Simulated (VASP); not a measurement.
# Cu2O in VASP: notebook

Cu2O is run at these levels: PBE; tasks: single point.

All numbers are computed with VASP 6.6.1; they aren't measurements. Logs are shortened: lines on timing, memory, paths and dates and some standing lists are left out, and cuts for length are marked.

**The experiment to reproduce.**

From “Importance of surface oxygen vacancies for ultrafast hot carrier relaxation and transport in Cu2O”, 2021, arxiv:2103.03167, for a bulk crystal of Cu2O: band gap 2.17 eV (direct).

How close the calculation comes is told below.

### Step 1. The cell of the first run

The structure is cubic, space group Pn-3m (No. 224). The conventional cell has a = 4.298 Å, b = 4.298 Å, c = 4.298 Å, α = 90.00°, β = 90.00°, γ = 90.00°. Within 2.5 Å of Cu (site symmetry -3m) lie 2 O at 1.86 Å. O (site symmetry -43m) has 4 Cu at 1.86 Å within 2.5 Å.

### Step 2. Single point, PBE

Input file INCAR:

```
PREC     = Accurate       # precision mode
ENCUT    = 600            # plane-wave cutoff, eV
EDIFF    = 1E-6           # SCF threshold, eV
ISMEAR   = 0              # smearing method
SIGMA    = 0.02           # smearing width, eV
LREAL    = False          # projectors in reciprocal space
LASPH    = True           # aspherical terms in the spheres
NELM     = 120            # most SCF steps
ALGO     = Normal         # electronic algorithm
ISIF     = 2              # what is computed and relaxed
LWAVE    = False          # write WAVECAR
LCHARG   = True           # write CHGCAR
GGA      = PE             # functional
LELF     = True           # ELF
LVHAR    = True         
NBANDS   = 37             # bands
GGA_COMPAT= False
```

Input file KPOINTS:

```
regular mesh
0
Gamma
  8 8 8
```

Input file POSCAR:

```
Cu2O
1.0
    4.2982410556      0.0000000000      0.0000000000
    0.0000000000      4.2982410556      0.0000000000
    0.0000000000      0.0000000000      4.2982410556
Cu O
4 2
Direct
    0.2500000000      0.2500000000      0.2500000000
    0.2500000000      0.7500000000      0.7500000000
    0.7500000000      0.7500000000      0.2500000000
    0.7500000000      0.2500000000      0.7500000000
    0.0000000000      0.0000000000      0.0000000000
    0.5000000000      0.5000000000      0.5000000000
```

Potentials or basis: VASP PAW PBE potentials, release 64 (Cu, O).

Run with:

```sh
$ cat potpaw_PBE.64/Cu/POTCAR potpaw_PBE.64/O/POTCAR > POTCAR
$ mpirun -np 1 vasp_std > vasp.out
```

OUTCAR:

```text
PREC = Accurate
   ENCUT = 600
   EDIFF = 1E-6
   ISMEAR = 0
   LREAL = False
   LASPH = True
   NELM = 120
   ISIF = 2
   GGA = PE

 ion  position               nearest neighbor table
   1  0.250  0.250  0.250-   5 1.86   6 1.86
   2  0.250  0.750  0.750-   5 1.86   6 1.86
   3  0.750  0.750  0.250-   5 1.86   6 1.86
   4  0.750  0.250  0.750-   5 1.86   6 1.86
   5  0.000  0.000  0.000-   1 1.86   2 1.86   3 1.86   4 1.86
   6  0.500  0.500  0.500-   1 1.86   2 1.86   3 1.86   4 1.86

  LATTYP: Found a simple cubic cell.
 ALAT       =     4.2982410556

  Lattice vectors:

 A1 = (   4.2982410556,   0.0000000000,   0.0000000000)
 A2 = (   0.0000000000,   4.2982410556,   0.0000000000)
 A3 = (   0.0000000000,   0.0000000000,   4.2982410556)

Analysis of symmetry for initial positions (statically):
=====================================================================
 Subroutine PRICEL returns:
 Original cell was already a primitive cell.

 Routine SETGRP: Setting up the symmetry group for a
 simple cubic supercell.

 Subroutine GETGRP returns: Found 48 space group operations
 (whereof 24 operations were pure point group operations)
 out of a pool of 48 trial point group operations.

The static configuration has the point symmetry T_d .
 The point group associated with its full space group is O_h .

Analysis of symmetry for dynamics (positions and initial velocities):
=====================================================================
 Subroutine PRICEL returns:
 Original cell was already a primitive cell.

 Routine SETGRP: Setting up the symmetry group for a
 simple cubic supercell.

 Subroutine GETGRP returns: Found 48 space group operations
 (whereof 24 operations were pure point group operations)
 out of a pool of 48 trial point group operations.

The dynamic configuration has the point symmetry T_d .
 The point group associated with its full space group is O_h .

 Subroutine INISYM returns: Found 48 space group operations
 (whereof 24 operations are pure point group operations),
 and found     1 'primitive' translations

----------------------------------------------------------------------------------------

                                     Primitive cell

  volume of cell :      79.4095

  direct lattice vectors                    reciprocal lattice vectors
     4.298241056  0.000000000  0.000000000     0.232653308  0.000000000  0.000000000
     0.000000000  4.298241056  0.000000000     0.000000000  0.232653308  0.000000000
     0.000000000  0.000000000  4.298241056     0.000000000  0.000000000  0.232653308

  length of vectors
     4.298241056  4.298241056  4.298241056     0.232653308  0.232653308  0.232653308

  position of ions in fractional coordinates (direct lattice)
     0.250000000  0.250000000  0.250000000
     0.250000000  0.750000000  0.750000000
     0.750000000  0.750000000  0.250000000
     0.750000000  0.250000000  0.750000000
     0.000000000  0.000000000  0.000000000
     0.500000000  0.500000000  0.500000000

  ion indices of the primitive-cell ions
   primitive index   ion index
                 1           1
                 2           2
                 3           3
                 4           4
                 5           5
                 6           6

----------------------------------------------------------------------------------------

 KPOINTS: regular mesh

Automatic generation of k-mesh.
 Grid dimensions read from file:
 generate k-points for:    8    8    8

 Generating k-lattice:

  Cartesian coordinates                     Fractional coordinates (reciprocal lattice)
     0.029081663  0.000000000  0.000000000     0.125000000  0.000000000  0.000000000
     0.000000000  0.029081663  0.000000000     0.000000000  0.125000000  0.000000000
     0.000000000  0.000000000  0.029081663     0.000000000  0.000000000  0.125000000

  Length of vectors
     0.029081663  0.029081663  0.029081663

  Shift w.r.t. Gamma in fractional coordinates (k-lattice)
     0.000000000  0.000000000  0.000000000

 Subroutine IBZKPT returns following result:
 ===========================================

 Found     35 irreducible k-points:

 Following reciprocal coordinates:
            Coordinates               Weight
  0.000000  0.000000  0.000000      1.000000
  0.125000  0.000000  0.000000      6.000000
  0.250000  0.000000  0.000000      6.000000
  0.375000  0.000000  0.000000      6.000000
  0.500000  0.000000  0.000000      3.000000
  0.125000  0.125000  0.000000     12.000000
[... 16 lines left out ...]
  0.375000  0.375000  0.125000     24.000000
  0.500000  0.375000  0.125000     24.000000
 [... further k-points ...]
   k-points           NKPTS =     35   k-points in BZ     NKDIM =     35   number of bands    NBANDS=     37
   number of dos      NEDOS =    301   number of ions     NIONS =      6
   total plane-waves  NPLWV =  46656
   dimension x,y,z NGX =    36 NGY =   36 NGZ =   36
   dimension x,y,z NGXF=    72 NGYF=   72 NGZF=   72
   ions per type =               4   2
   NGX,Y,Z   is equivalent  to a cutoff of  13.92, 13.92, 13.92 a.u.
   NGXF,Y,Z  is equivalent  to a cutoff of  27.85, 27.85, 27.85 a.u.
 SYSTEM =  unknown system
   PREC   = accura    normal or accurate (medium, high low for compatibility)
   ISTART =      0    job   : 0-new  1-cont  2-samecut
   ICHARG =      2    charge: 1-file 2-atom 10-const
   ISPIN  =      1    spin polarized calculation?
   LNONCOLLINEAR =      F non collinear calculations
   LSORBIT =      F    spin-orbit coupling
   LASPH  =      T    aspherical Exc in radial PAW
   ENCUT  =  600.0 eV  44.10 Ry    6.64 a.u.   8.58  8.58  8.58*2*pi/ulx,y,z
   NELM   =    120;   NELMIN=  2; NELMDL= -5     # of ELM steps
   EDIFF  = 0.1E-05   stopping-criterion for ELM
   LREAL  =      F    real-space projection
   EDIFFG = 0.1E-04   stopping-criterion for IOM
   NSW    =      0    number of steps for IOM
   IBRION =     -1    ionic relax: 0-MD 1-quasi-New 2-CG
   NFREE  =      0    steps in history (QN), initial steepest desc. (CG)
   ISIF   =      2    stress and relaxation
   ISYM   =      2    0-nonsym 1-usesym 2-fastsym
   POTIM  = 0.5000    time-step for ionic-motion
   TEBEG  =    0.0;   TEEND  =   0.0 temperature during run
   PSTRESS=    0.0 pullay stress
   NELECT =      56.0000    total number of electrons
   NUPDOWN=      -1.0000    fix difference up-down
   EMIN   =  10.00;   EMAX   =-10.00  energy-range for DOS
   EFERMI =   0.00;   METHOD = LEGACY
   ISMEAR =     0;   SIGMA  =   0.02  broadening in eV -4-tet -1-fermi 0-gaus
   EFERMI_NEDOS =   21; number of points for ismear=-14 and -15
   IALGO  =     38    algorithm
   IMIX   =      4    mixing-type and parameters
     AMIX     =   0.40;   BMIX     =  1.00
     AMIX_MAG =   1.60;   BMIX_MAG =  1.00
  volume/ion in A,a.u.               =      13.23        89.31
  Fermi-wavevector in a.u.,A,eV,Ry     =   1.457181  2.753672 28.890278  2.123376
  Thomas-Fermi vector in A             =   2.574012
   LORBIT       =      0    0 simple, 1 ext, 2 COOP (PROOUT), +10 PAW based schemes
   GGA     = PE    functional components
   LHFCALC =     F    Hartree Fock is set to
   AEXX    =    0.0000 exact exchange contribution
   IVDW    =     0    specifies the selected vdW correction
   LEPSILON=     F    determine dielectric tensor
   LRPA    =     F    only Hartree local field effects (RPA)
 non-spin polarized calculation
 Gauss-broadening in eV      SIGMA  =   0.02
  energy-cutoff  :      600.00
  volume of cell :       79.41
 maximum number of plane-waves:      2680
 NGX is ok and might be reduce to    36
   NGX = 17   NGY = 17   NGZ = 17

 number of electron      55.9999966 magnetization

 Free energy of the ion-electron system (eV)
  ---------------------------------------------------
  ext. energy  EPLUGINS =         0.00000000
  ---------------------------------------------------
  free energy    TOTEN  =       -27.29213554 eV

  energy without entropy =      -27.29213554  energy(sigma->0) =      -27.29213554

 E-fermi :   4.6070     XC(G=0): -10.9016

 val. band max:        4.4754580441   @ k =   0.0000   0.0000   0.0000
 cond. band min:       4.9556315585   @ k =   0.0000   0.0000   0.0000
 fundamental gap:      0.4801735144
 Fermi energy:         4.6070254386

 k-point     1 :       0.0000    0.0000    0.0000
  band No.  band energies     occupation
      1     -15.4653      2.00000
      2     -14.7777      2.00000
      3      -2.5436      2.00000
      4      -2.5436      2.00000
      5      -2.5436      2.00000
      6      -0.2204      2.00000
[... 29 lines left out ...]
     36      13.7204      0.00000
     37      13.7204      0.00000

 k-point     2 :       0.1250    0.0000    0.0000
  band No.  band energies     occupation
      1     -15.4388      2.00000
      2     -14.8032      2.00000
      3      -2.5071      2.00000
      4      -2.4872      2.00000
      5      -2.4872      2.00000
      6      -0.6149      2.00000
[... 29 lines left out ...]
     36      13.3566      0.00000
     37      13.3566      0.00000

 k-point     3 :       0.2500    0.0000    0.0000
  band No.  band energies     occupation
      1     -15.3630      2.00000
      2     -14.8762      2.00000
      3      -2.3944      2.00000
      4      -2.3272      2.00000
      5      -2.3272      2.00000
      6      -1.0802      2.00000
[... 29 lines left out ...]
     36      12.7308      0.00000
     37      12.7308      0.00000
[... 761 lines left out ...]
 k-point    23 :       0.3750    0.3750    0.1250
  band No.  band energies     occupation
      1     -15.1858      2.00000
      2     -15.0133      2.00000
      3      -2.6127      2.00000
      4      -2.4634      2.00000
      5      -1.8959      2.00000
      6      -1.2925      2.00000
[... 29 lines left out ...]
     36      14.0602      0.00000
     37      14.8488      0.00000

 k-point    24 :       0.5000    0.3750    0.1250
  band No.  band energies     occupation
      1     -15.1753      2.00000
      2     -15.0184      2.00000
      3      -2.6064      2.00000
      4      -2.5670      2.00000
      5      -1.8543      2.00000
      6      -1.2985      2.00000
[... 29 lines left out ...]
     36      13.6504      0.00000
     37      14.9360      0.00000

 [... further k-points ...]

------------------------ aborting loop because EDIFF is reached ----------------------------------------

  FORCE on cell =-STRESS in cart. coord.  units (eV):
  Direction    XX          YY          ZZ          XY          YZ          ZX
  --------------------------------------------------------------------------------------
  -------------------------------------------------------------------------------------
  Total        0.3177409      0.3177409      0.3177409     -0.0000000     -0.0000000      0.0000000
  in kB        6.4107871      6.4107871      6.4107871     -0.0000000     -0.0000000      0.0000000
  external PRESSURE =       6.4107871 kB  Pullay stress =       0.0000000 kB

 VOLUME and BASIS-vectors are now :
 -----------------------------------------------------------------------------
  energy-cutoff  :      600.00
  volume of cell :       79.41
      direct lattice vectors                 reciprocal lattice vectors
     4.298241056  0.000000000  0.000000000     0.232653308  0.000000000  0.000000000
     0.000000000  4.298241056  0.000000000     0.000000000  0.232653308  0.000000000
     0.000000000  0.000000000  4.298241056     0.000000000  0.000000000  0.232653308

 POSITION                                       TOTAL-FORCE (eV/Angst)
 -----------------------------------------------------------------------------------
      1.07456      1.07456      1.07456        -0.000000     -0.000000      0.000000
      1.07456      3.22368      3.22368         0.000000     -0.000000      0.000000
      3.22368      3.22368      1.07456        -0.000000      0.000000     -0.000000
      3.22368      1.07456      3.22368         0.000000      0.000000      0.000000
      0.00000      0.00000      0.00000        -0.000000     -0.000000     -0.000000
      2.14912      2.14912      2.14912        -0.000000     -0.000000     -0.000000
 -----------------------------------------------------------------------------------
    total drift:                                0.000000      0.000000      0.000000

  FREE ENERGIE OF THE ION-ELECTRON SYSTEM (eV)
  ---------------------------------------------------
  free  energy   TOTEN  =       -27.2921355391 eV

  energy  without entropy=      -27.2921355391  energy(sigma->0) =      -27.29213554
```

It took 2.9 min on 1 thread of Intel Xeon 8259CL, shared host; peak memory 0.25 GiB.

Results:

| Quantity | Value |
| --- | --- |
| Free energy | -27.2921 eV |
| Pressure | 0.6 GPa |
| Band gap on the k mesh | 0.48 eV |

Levels at points of the mesh, in eV from the valence-band top:
| k point | band 26 | band 27 | band 28 | band 29 | band 30 | band 31 |
| --- | --- | --- | --- | --- | --- | --- |
| (0.00, 0.00, 0.00) | 0.00 | 0.00 | 0.00 | 0.48 | 1.34 | 1.34 |
| (0.50, 0.00, 0.00) | -1.15 | -0.38 | -0.38 | 2.21 | 2.21 | 4.25 |
| (0.50, 0.50, 0.00) | -1.16 | -0.63 | -0.63 | 1.91 | 1.91 | 3.81 |
| (0.50, 0.50, 0.50) | -0.55 | -0.55 | -0.55 | 2.51 | 2.51 | 2.51 |

[end of part 1 of 3]
